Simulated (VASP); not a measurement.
# Si (Fmmm) in VASP: further runs

Si is run at these levels: LDA; tasks: single point.

Program: VASP 6.6.1. These are calculated values, not measurements. Logs are shortened: lines on timing, memory, paths and dates and some standing lists are left out, and cuts for length are marked.

## (1) The cell of the first run

Symmetry: Fmmm, No. 69, orthorhombic system. Conventional cell: a = 5.135 Å, b = 5.589 Å, c = 8.235 Å, α = 90.00°, β = 90.00°, γ = 90.00°. Within 3.2 Å of Si (site symmetry m2m) lie 8 Si at 2.39 to 3.02 Å. Within 3.2 Å of Si (site symmetry mm2) lie 8 Si at 2.39 to 2.82 Å.

## (2) Single point, LDA

File INCAR:

```
  PREC = Accurate
  ENCUT = 520
  EDIFF = 1E-6
  ISMEAR = 0
  SIGMA = 0.15
  LREAL = F
  LASPH = T
  NELM = 100
  ALGO = Normal
  ISIF = 2
  LWAVE = F
  LCHARG = F
  GGA = CA
  NBANDS = 16
```

File KPOINTS:

```
Automatic mesh
0
Gamma
  16 16 16
```

File POSCAR:

```
Si
1.0
    0.0000000000      2.7947250327      4.1174197308
    2.5673918292      0.0000000000      4.1174197308
    2.5673918292      2.7947250327      0.0000000000
Si
4
Direct
    0.7297169282      0.2702830718      0.7297169282
    0.2702830718      0.7297169282      0.2702830718
    0.7744251954      0.7744251954      0.2255748046
    0.2255748046      0.2255748046      0.7744251954
```

Potentials or basis: VASP PAW LDA potentials, release 64 (Si).

Started as:

```bash
$ cat potpaw_LDA.64/Si/POTCAR > POTCAR
$ mpirun -np 1 vasp_std > vasp.out
```

OUTCAR:

```text
PREC = Accurate
   ENCUT = 520
   EDIFF = 1E-6
   ISMEAR = 0
   LREAL = F
   LASPH = T
   NELM = 100
   ISIF = 2
   GGA = CA

 ion  position               nearest neighbor table
   1  0.730  0.270  0.730-   3 2.39   4 2.39   2 2.57   2 2.58   2 2.58   3 2.60   4 2.60   2 3.02

   2  0.270  0.730  0.270-   3 2.39   4 2.39   1 2.57   1 2.58   1 2.58   4 2.60   3 2.60   1 3.02

   3  0.774  0.774  0.226-   1 2.39   2 2.39   4 2.60   4 2.60   1 2.60   2 2.60   4 2.82   4 2.82

   4  0.226  0.226  0.774-   1 2.39   2 2.39   3 2.60   3 2.60   1 2.60   2 2.60   3 2.82   3 2.82

  LATTYP: Found a face centered orthorhombic cell.
 ALAT       =     5.1347836584
 B/A-ratio  =     1.0885463609
 C/A-ratio  =     1.6037364005

  Lattice vectors:

 A1 = (   0.0000000000,   2.7947250327,   4.1174197308)
 A2 = (   2.5673918292,   0.0000000000,   4.1174197308)
 A3 = (   2.5673918292,   2.7947250327,   0.0000000000)

Analysis of symmetry for initial positions (statically):
=====================================================================
 Subroutine PRICEL returns:
 Original cell was already a primitive cell.

 Routine SETGRP: Setting up the symmetry group for a
 face centered orthorhombic supercell.

 Subroutine GETGRP returns: Found  8 space group operations
 (whereof  8 operations were pure point group operations)
 out of a pool of  8 trial point group operations.

The static configuration has the point symmetry D_2h.

Analysis of symmetry for dynamics (positions and initial velocities):
=====================================================================
 Subroutine PRICEL returns:
 Original cell was already a primitive cell.

 Routine SETGRP: Setting up the symmetry group for a
 face centered orthorhombic supercell.

 Subroutine GETGRP returns: Found  8 space group operations
 (whereof  8 operations were pure point group operations)
 out of a pool of  8 trial point group operations.

The dynamic configuration has the point symmetry D_2h.

 Subroutine INISYM returns: Found  8 space group operations
 (whereof  8 operations are pure point group operations),
 and found     1 'primitive' translations

----------------------------------------------------------------------------------------

                                     Primitive cell

  volume of cell :      59.0862

  direct lattice vectors                    reciprocal lattice vectors
     0.000000000  2.794725033  4.117419731    -0.194750172  0.178908477  0.121435276
     2.567391829  0.000000000  4.117419731     0.194750172 -0.178908477  0.121435276
     2.567391829  2.794725033  0.000000000     0.194750172  0.178908477 -0.121435276

  length of vectors
     4.976307190  4.852282560  3.794995232     0.291002404  0.291002404  0.291002404

  position of ions in fractional coordinates (direct lattice)
     0.729716928  0.270283072  0.729716928
     0.270283072  0.729716928  0.270283072
     0.774425195  0.774425195  0.225574805
     0.225574805  0.225574805  0.774425195

  ion indices of the primitive-cell ions
   primitive index   ion index
                 1           1
                 2           2
                 3           3
                 4           4

----------------------------------------------------------------------------------------

 KPOINTS: Automatic mesh

Automatic generation of k-mesh.
 Grid dimensions read from file:
 generate k-points for:   16   16   16

 Generating k-lattice:

  Cartesian coordinates                     Fractional coordinates (reciprocal lattice)
    -0.012171886  0.011181780  0.007589705     0.062500000  0.000000000  0.000000000
     0.012171886 -0.011181780  0.007589705     0.000000000  0.062500000 -0.000000000
     0.012171886  0.011181780 -0.007589705     0.000000000 -0.000000000  0.062500000

  Length of vectors
     0.018187650  0.018187650  0.018187650

  Shift w.r.t. Gamma in fractional coordinates (k-lattice)
     0.000000000  0.000000000  0.000000000

 Subroutine IBZKPT returns following result:
 ===========================================

 Found    621 irreducible k-points:

 Following reciprocal coordinates:
            Coordinates               Weight
  0.000000  0.000000  0.000000      1.000000
  0.062500  0.000000  0.000000      8.000000
  0.125000  0.000000  0.000000      8.000000
  0.187500  0.000000  0.000000      8.000000
  0.250000  0.000000  0.000000      8.000000
  0.312500  0.000000  0.000000      8.000000
[... 16 lines left out ...]
 -0.125000  0.062500  0.000000      8.000000
 -0.062500  0.062500  0.000000      4.000000
 [... further k-points ...]
   k-points           NKPTS =    621   k-points in BZ     NKDIM =    621   number of bands    NBANDS=     16
   number of dos      NEDOS =    301   number of ions     NIONS =      4
   total plane-waves  NPLWV =  40320
   dimension x,y,z NGX =    40 NGY =   36 NGZ =   28
   dimension x,y,z NGXF=    80 NGYF=   72 NGZF=   56
   ions per type =               4
   NGX,Y,Z   is equivalent  to a cutoff of  13.36, 12.33, 12.27 a.u.
   NGXF,Y,Z  is equivalent  to a cutoff of  26.73, 24.67, 24.53 a.u.
 SYSTEM =  unknown system
   PREC   = accura    normal or accurate (medium, high low for compatibility)
   ISTART =      0    job   : 0-new  1-cont  2-samecut
   ICHARG =      2    charge: 1-file 2-atom 10-const
   ISPIN  =      1    spin polarized calculation?
   LNONCOLLINEAR =      F non collinear calculations
   LSORBIT =      F    spin-orbit coupling
   LASPH  =      T    aspherical Exc in radial PAW
   ENCUT  =  520.0 eV  38.22 Ry    6.18 a.u.   9.25  9.02  7.06*2*pi/ulx,y,z
   NELM   =    100;   NELMIN=  2; NELMDL= -5     # of ELM steps
   EDIFF  = 0.1E-05   stopping-criterion for ELM
   LREAL  =      F    real-space projection
   EDIFFG = 0.1E-04   stopping-criterion for IOM
   NSW    =      0    number of steps for IOM
   IBRION =     -1    ionic relax: 0-MD 1-quasi-New 2-CG
   NFREE  =      0    steps in history (QN), initial steepest desc. (CG)
   ISIF   =      2    stress and relaxation
   ISYM   =      2    0-nonsym 1-usesym 2-fastsym
   POTIM  = 0.5000    time-step for ionic-motion
   TEBEG  =    0.0;   TEEND  =   0.0 temperature during run
   PSTRESS=    0.0 pullay stress
   NELECT =      16.0000    total number of electrons
   NUPDOWN=      -1.0000    fix difference up-down
   EMIN   =  10.00;   EMAX   =-10.00  energy-range for DOS
   EFERMI =   0.00;   METHOD = LEGACY
   ISMEAR =     0;   SIGMA  =   0.15  broadening in eV -4-tet -1-fermi 0-gaus
   EFERMI_NEDOS =   21; number of points for ismear=-14 and -15
   IALGO  =     38    algorithm
   IMIX   =      4    mixing-type and parameters
     AMIX     =   0.40;   BMIX     =  1.00
     AMIX_MAG =   1.60;   BMIX_MAG =  1.00
  volume/ion in A,a.u.               =      14.77        99.68
  Fermi-wavevector in a.u.,A,eV,Ry     =   1.059138  2.001481 15.262663  1.121774
  Thomas-Fermi vector in A             =   2.194473
   LORBIT       =      0    0 simple, 1 ext, 2 COOP (PROOUT), +10 PAW based schemes
   GGA     = CA    functional components
   LHFCALC =     F    Hartree Fock is set to
   AEXX    =    0.0000 exact exchange contribution
   IVDW    =     0    specifies the selected vdW correction
   LEPSILON=     F    determine dielectric tensor
   LRPA    =     F    only Hartree local field effects (RPA)
 non-spin polarized calculation
 Gauss-broadening in eV      SIGMA  =   0.15
  energy-cutoff  :      520.00
  volume of cell :       59.09
 maximum number of plane-waves:      1616
 NGX is ok and might be reduce to    40

 number of electron      16.0000000 magnetization

 Free energy of the ion-electron system (eV)
  ---------------------------------------------------
  ext. energy  EPLUGINS =         0.00000000
  ---------------------------------------------------
  free energy    TOTEN  =       -22.61649663 eV

  energy without entropy =      -22.59851279  energy(sigma->0) =      -22.60750471

 E-fermi :   9.5035     XC(G=0): -11.1041

 val. band max:        9.5032974687   @ k =   0.5000   0.1250   0.1250
 cond. band min:       9.5054266453   @ k =   0.3125  -0.2500   0.0625
 fundamental gap:      0.0021291767
 Fermi energy:         9.5035294822

 k-point     1 :       0.0000    0.0000    0.0000
  band No.  band energies     occupation
      1      -4.5269      2.00000
      2       3.5524      2.00000
      3       4.0159      2.00000
      4       5.7196      2.00000
      5       5.9794      2.00000
      6       6.2758      2.00000
[... 8 lines left out ...]
     15      16.4490      0.00000
     16      19.4060      0.00000

 k-point     2 :       0.0625    0.0000    0.0000
  band No.  band energies     occupation
      1      -4.4799      2.00000
      2       3.2727      2.00000
      3       4.3743      2.00000
      4       5.1625      2.00000
      5       5.6751      2.00000
      6       6.2534      2.00000
[... 8 lines left out ...]
     15      17.1812      0.00000
     16      18.9277      0.00000

 k-point     3 :       0.1250    0.0000    0.0000
  band No.  band energies     occupation
      1      -4.3390      2.00000
      2       2.9221      2.00000
      3       4.1285      2.00000
      4       4.9823      2.00000
      5       5.1700      2.00000
      6       6.2064      2.00000
[... 8 lines left out ...]
     15      17.4410      0.00000
     16      18.5337      0.00000

 k-point     4 :       0.1875    0.0000    0.0000
  band No.  band energies     occupation
      1      -4.1044      2.00000
      2       2.6399      2.00000
      3       3.0673      2.00000
      4       4.5720      2.00000
      5       5.6964      2.00000
      6       6.2247      2.00000
[... 8 lines left out ...]
     15      16.6703      0.00000
     16      17.6047      0.00000
[... 324 lines left out ...]
 k-point    22 :      -0.1875    0.0625    0.0000
  band No.  band energies     occupation
      1      -3.8761      2.00000
      2       2.4118      2.00000
      3       3.2781      2.00000
      4       3.5358      2.00000
      5       5.4200      2.00000
      6       6.6053      2.00000
[... 8 lines left out ...]
     15      17.2293      0.00000
     16      17.6053      0.00000

 k-point    23 :      -0.1250    0.0625    0.0000
  band No.  band energies     occupation
      1      -4.1708      2.00000
      2       3.4493      2.00000
      3       3.5649      2.00000
      4       4.0635      2.00000
      5       4.6861      2.00000
      6       6.5421      2.00000
[... 8 lines left out ...]
     15      17.3270      0.00000
     16      18.0661      0.00000

 k-point    24 :      -0.0625    0.0625    0.0000
  band No.  band energies     occupation
      1      -4.3722      2.00000
      2       3.6797      2.00000
      3       4.1573      2.00000
      4       4.5066      2.00000
      5       4.7532      2.00000
      6       6.4716      2.00000
[... 8 lines left out ...]
     15      17.8685      0.00000
     16      18.4545      0.00000

 [... further k-points ...]

------------------------ aborting loop because EDIFF is reached ----------------------------------------

  FORCE on cell =-STRESS in cart. coord.  units (eV):
  Direction    XX          YY          ZZ          XY          YZ          ZX
  --------------------------------------------------------------------------------------
  -------------------------------------------------------------------------------------
  Total       -3.8704645      1.2429426      4.5392781      0.0000000      0.0000000      0.0000000
  in kB     -104.9511711     33.7035224    123.0866628      0.0000000      0.0000000      0.0000000
  external PRESSURE =      17.2796714 kB  Pullay stress =       0.0000000 kB

 VOLUME and BASIS-vectors are now :
 -----------------------------------------------------------------------------
  energy-cutoff  :      520.00
  volume of cell :       59.09
      direct lattice vectors                 reciprocal lattice vectors
     0.000000000  2.794725033  4.117419731    -0.194750172  0.178908477  0.121435276
     2.567391829  0.000000000  4.117419731     0.194750172 -0.178908477  0.121435276
     2.567391829  2.794725033  0.000000000     0.194750172  0.178908477 -0.121435276

 POSITION                                       TOTAL-FORCE (eV/Angst)
 -----------------------------------------------------------------------------------
      2.56739      4.07872      4.11742         0.000000     -0.491529      0.000000
      2.56739      1.51073      4.11742         0.000000      0.491529      0.000000
      2.56739      2.79473      6.37727         0.000000     -0.000000     -0.766480
      2.56739      2.79473      1.85757         0.000000     -0.000000      0.766480
 -----------------------------------------------------------------------------------
    total drift:                                0.000000     -0.000000      0.000000

  FREE ENERGIE OF THE ION-ELECTRON SYSTEM (eV)
  ---------------------------------------------------
  free  energy   TOTEN  =       -22.6164966277 eV

  energy  without entropy=      -22.5985127885  energy(sigma->0) =      -22.60750471
```

It took 5 min on 1 thread of Intel Xeon Platinum 8488C (Sapphire Rapids), shared host; peak memory 0.48 GiB.

What came out:

- Free energy: -22.6165 eV
- Pressure: 1.7 GPa
- Largest force: 0.766 eV/Å
- Band gap on the k mesh: zero (bands 8 and 9 overlap by 4.29 eV)

Forces on the atoms (eV/Å):
```
Si   0.000 -0.492  0.000
Si   0.000  0.492  0.000
Si   0.000  0.000 -0.766
Si   0.000  0.000  0.766
```

Caveat: the stress differs along the axes, from -10 to 12 GPa.

## (3) Single point, LDA

This run uses another cell than the first one, of the same volume but with other edges.

File INCAR:

```
PREC = Accurate
ENCUT = 520
EDIFF = 1E-6
ISMEAR = 0
SIGMA = 0.15
LREAL = False
LASPH = True
NELM = 80
ALGO = Normal
ISIF = 2
LWAVE = False
LCHARG = False
GGA = CA
NBANDS = 16
```

KPOINTS is that of step 2.

File POSCAR:

```
Si
1.0
    0.0000000000      2.4912557353      5.1816334571
    2.2886078396      0.0000000000      5.1816334571
    2.2886078396      2.4912557353      0.0000000000
Si
4
Direct
    0.7297169282      0.2702830718      0.7297169282
    0.2702830718      0.7297169282      0.2702830718
    0.7744251954      0.7744251954      0.2255748046
    0.2255748046      0.2255748046      0.7744251954
```

Potentials or basis: VASP PAW LDA potentials, release 64 (Si).

Started as:

```bash
$ cat potpaw_LDA.64/Si/POTCAR > POTCAR
$ mpirun -np 1 vasp_std > vasp.out
```

Wall time 7.2 min (1 thread of Intel Xeon Platinum 8488C (Sapphire Rapids), shared host); peak memory 0.5 GiB.

It converged, with:

* Free energy: -22.4559 eV
* Pressure: 5.6 GPa
* Largest force: 0.709 eV/Å
* Band gap on the k mesh: zero (bands 8 and 9 overlap by 5.64 eV)

Forces in eV/Å, atoms in the order of the input:
```
Si   0.000  0.709  0.000
Si   0.000 -0.709  0.000
Si   0.000  0.000  0.412
Si   0.000  0.000 -0.412
```

Stress tensor (GPa, compression positive):
```
 19.32   0.00   0.00
  0.00   8.20   0.00
  0.00   0.00 -10.68
```

Levels at points of the mesh, in eV from the Fermi level:
| k point | band 5 | band 6 | band 7 | band 8 | band 9 | band 10 | band 11 | band 12 |
| --- | --- | --- | --- | --- | --- | --- | --- | --- |
| (0.00, 0.00, 0.00) | -1.74 | -1.72 | -1.29 | -0.06 | 0.29 | 1.68 | 2.15 | 5.62 |
| (0.50, 0.00, 0.00) | -2.68 | -2.18 | -0.17 | 0.80 | 1.20 | 1.31 | 4.14 | 4.15 |
| (0.50, 0.50, 0.00) | -2.22 | -2.04 | -1.99 | -1.23 | 2.72 | 2.88 | 3.00 | 3.20 |
| (0.50, 0.00, 0.50) | -5.90 | -5.55 | -4.24 | -4.06 | -1.77 | -1.59 | 3.48 | 4.12 |
| (0.00, 0.50, 0.50) | -6.81 | -6.37 | -3.67 | -2.80 | -1.95 | 1.07 | 2.47 | 2.87 |

Caveat: the stress differs along the axes, from -11 to 19 GPa.

## (4) Single point, LDA

This run uses another cell than the first one, of the same volume but with other edges.

File INCAR:

```
SYSTEM = Si
PREC     = Accurate       ! precision mode
ENCUT    = 520            ! plane-wave cutoff, eV
EDIFF    = 1E-6           ! SCF threshold, eV
ISMEAR   = 0              ! smearing method
SIGMA    = 0.15           ! smearing width, eV
LREAL    = .FALSE.        ! projectors in reciprocal space
LASPH    = .TRUE.         ! aspherical terms in the spheres
NELM     = 60             ! most SCF steps
ALGO     = Normal         ! electronic algorithm
ISIF     = 2              ! what is computed and relaxed
LWAVE    = .FALSE.        ! write WAVECAR
LCHARG   = .FALSE.        ! write CHGCAR
NBANDS   = 16             ! bands
```

File KPOINTS:

```
Automatic mesh
0
G
  16 16 16
  0 0 0
```

File POSCAR:

```
Si
1.0
    0.0000000000      2.7219665533      4.3404798301
    2.5005517919      0.0000000000      4.3404798301
    2.5005517919      2.7219665533      0.0000000000
Si
4
Direct
    0.7297169282      0.2702830718      0.7297169282
    0.2702830718      0.7297169282      0.2702830718
    0.7744251954      0.7744251954      0.2255748046
    0.2255748046      0.2255748046      0.7744251954
```

Started as:

```bash
$ cat potpaw_LDA.64/Si/POTCAR > POTCAR
$ mpirun -np 1 vasp_std > vasp.out
```

Run time: 7.4 min. Hardware: 1 thread of Intel Xeon Platinum 8488C (Sapphire Rapids), shared host; peak memory 0.48 GiB.

It converged, with:

| Property | Result |
| --- | --- |
| Free energy | -22.8781 eV |
| Pressure | 0.0 GPa |
| Largest force | 0.363 eV/Å |
| Band gap on the k mesh | zero (bands 8 and 9 overlap by 3.90 eV) |

Forces in eV/Å, atoms in the order of the input:
```
Si   0.000 -0.231  0.000
Si   0.000  0.231  0.000
Si   0.000  0.000 -0.363
Si   0.000  0.000  0.363
```

Stress tensor (GPa, compression positive):
```
-6.27  0.00  0.00
 0.00 -0.41  0.00
 0.00  0.00  6.75
```

Levels at points of the mesh, in eV from the Fermi level:
```csv
k point,band 4,band 5,band 6,band 7,band 8,band 9,band 10,band 11,band 12,band 13
"(0.00, 0.00, 0.00)",-3.33,-3.05,-2.65,-2.36,-2.25,-2.07,1.12,1.51,3.83,5.52
"(0.50, 0.00, 0.00)",-7.06,-2.04,-1.59,-0.51,-0.17,-0.06,0.57,2.49,2.63,4.14
"(0.50, 0.50, 0.00)",-4.65,-2.88,-2.80,1.22,1.46,2.23,2.69,3.46,3.56,4.56
"(0.50, 0.00, 0.50)",-7.42,-5.46,-5.21,-2.07,-1.89,-1.73,-1.72,6.51,7.17,8.59
"(0.00, 0.50, 0.50)",-7.12,-7.01,-6.72,-2.75,-1.21,-1.20,1.71,6.22,6.61,6.64
```

Caveat: the stress differs along the axes, from -6 to 7 GPa.

## (5) The runs side by side

```csv
cell,gap on the mesh (eV),pressure (GPa),largest force (eV/Å)
"a = 4.976, b = 4.852, c = 3.795 Å, angles 69.0, 65.6, 45.4°, 4 atoms",none,1.7,0.77
"a = 5.749, b = 5.665, c = 3.383 Å, angles 74.1, 71.4, 34.5°, 4 atoms",none,5.6,0.71
"a = 5.123, b = 5.009, c = 3.696 Å, angles 70.3, 67.0, 42.8°, 4 atoms",none,0.0,0.36
```

Alike in all rows: task single point; level LDA; potentials or basis VASP PAW LDA potentials, release 64 (Si); no spin polarisation; k mesh 16 × 16 × 16; cutoff (eV) 520; smearing gaussian 0.15 eV.

Caveats: the stress differs along the axes, from -10 to 12 GPa (at least some runs); the stress differs along the axes, from -11 to 19 GPa (at least some runs); the stress differs along the axes, from -6 to 7 GPa (at least some runs).

Total energies depend on the potentials used, so only differences within one code and one set of settings carry meaning.
